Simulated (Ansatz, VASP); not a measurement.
Pd in VASP and in Ansatz

File INCAR:

```
PREC     = Accurate       # precision mode
ENCUT    = 600            # plane-wave cutoff, eV
EDIFF    = 1E-6           # SCF threshold, eV
ISMEAR   = -1             # smearing method
SIGMA    = 0.15           # smearing width, eV
LREAL    = False          # projectors in reciprocal space
LASPH    = True           # aspherical terms in the spheres
NELM     = 60             # most SCF steps
ALGO     = Fast           # electronic algorithm
ISIF     = 3              # what is computed and relaxed
LWAVE    = False          # write WAVECAR
LCHARG   = False          # write CHGCAR
GGA      = PE             # functional
IBRION   = 2              # ionic algorithm
NSW      = 80             # ionic steps
EDIFFG   = -0.001         # ionic threshold
```

File KPOINTS:

```
regular mesh
0
Gamma
  16 16 16
```

The input POSCAR:

```
Pd
1.0
    0.0000000000      1.9717095683      1.9717095683
    1.9717095683      0.0000000000      1.9717095683
    1.9717095683      1.9717095683      0.0000000000
Pd
1
Direct
    0.0000000000      0.0000000000      0.0000000000
```

Input for Ansatz:

```yaml
crystal:
  lattice:
    - [0.0, 1.9717095683, 1.9717095683]
    - [1.9717095683, 0.0, 1.9717095683]
    - [1.9717095683, 1.9717095683, 0.0]
  atoms:
    - { symbol: Pd, position: [0.0, 0.0, 0.0] }
basis:
  ecutwfc: 420
kpoints:
  mp_grid: { grid: [16, 16, 16] }
hamiltonian:
  xc: pbe
  pseudopotentials: { kind: paw, azcp: { folder: soft_1 } }
scf:
  occupations: { method: fermi_dirac, width: 0.15 }
output:
  forces: true
  stress: true
  eigenvalues: true
relax:
  adjacent_minimum: "off"
  f_tol: 0.001
  max_steps: 60
  cell: { stress_tol: 0.01 }
```

Alike in both runs: task relaxation of cell and atoms; functional PBE; k mesh 16 × 16 × 16; occupations fermi-dirac, width 0.15 eV; no spin polarisation.

```csv
,VASP,Ansatz
version,VASP 6.6.1,Ansatz 0.2.0
potentials or method,"VASP PAW PBE potentials, release 64 (Pd), cutoff 600 eV","scalar-relativistic, plane waves, PAW"
valence electrons in the cell,10,18
```

Ansatz gave:

```
gap on the k mesh at the Fermi level, each at its own relaxed structure (eV) : none
relaxed volume (Å³/atom)                                                     : 15.39
relaxed cell length with the largest relative difference (Å)                 : 2.792
```

Question: Which values does VASP return?

Answer: gap on the k mesh at the Fermi level, each at its own relaxed structure (eV): none; relaxed volume (Å³/atom): 15.36; relaxed cell length with the largest relative difference (Å): 2.790.

A gap of «none» marks a metal or a gap that the smearing closes. VASP's potentials hold 10 valence electrons a cell and Ansatz's 18, so a difference there can come from the potentials and not from the codes.
